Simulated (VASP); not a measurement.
Wanted: the native input for a VASP 6.6.1 run.

| Item | Value |
| --- | --- |
| Task | single point |
| Functional | PBEsol |
| Potentials or basis | VASP PAW PBE potentials, release 64 (Sn_d, Se) |
| Cutoff | 500 eV |
| k mesh | 14 × 14 × 14 |
| Occupations | fermi-dirac, width 0.15 eV |
| Spin | no spin polarisation |
| Dipole correction | no |
| Further INCAR settings | ALGO = Normal; EDIFF = 1e-06; NBANDS = 17 |

The structure of SnSe lies in POSCAR:

```
SnSe
1.0
    0.0000000000      2.6748266586      2.6748266586
    2.6748266586      0.0000000000      2.6748266586
    2.6748266586      2.6748266586      0.0000000000
Sn Se
1 1
Direct
    0.0000000000      0.0000000000      0.0000000000
    0.5000000000      0.5000000000      0.5000000000
```

The input as run:

INCAR

```
SYSTEM = SnSe
PREC = Accurate
ENCUT = 500
EDIFF = 1E-6
ISMEAR = -1
SIGMA = 0.15
LREAL = .FALSE.
LASPH = .TRUE.
NELM = 120
ALGO = Normal
ISIF = 2
LWAVE = .FALSE.
LCHARG = .FALSE.
GGA = PS
NBANDS = 17
GGA_COMPAT = .FALSE.
```

KPOINTS

```
Automatic mesh
0
G
  14 14 14
  0 0 0
```

Potentials or basis: VASP PAW PBE potentials, release 64 (Sn_d, Se).

Command:

```console
$ cat potpaw_PBE.64/Sn_d/POTCAR potpaw_PBE.64/Se/POTCAR > POTCAR
$ mpirun -np 1 vasp_std > vasp.out
```

It gave:

- Pressure: 35.2 GPa
- Band gap on the k mesh: zero (band 10 reaches 10.86 eV, above the bottom of band 11 at 10.48 eV)

Caveat: the PAW data sets were made with another functional, which shifts forces and pressure a little; spin-orbit coupling is left out, which moves the levels of the heavy elements.

It took 22 s on 1 thread of Intel(R) Xeon(R) 6975P-C (Granite Rapids), with other jobs on the host, peak memory 0.2 GiB.
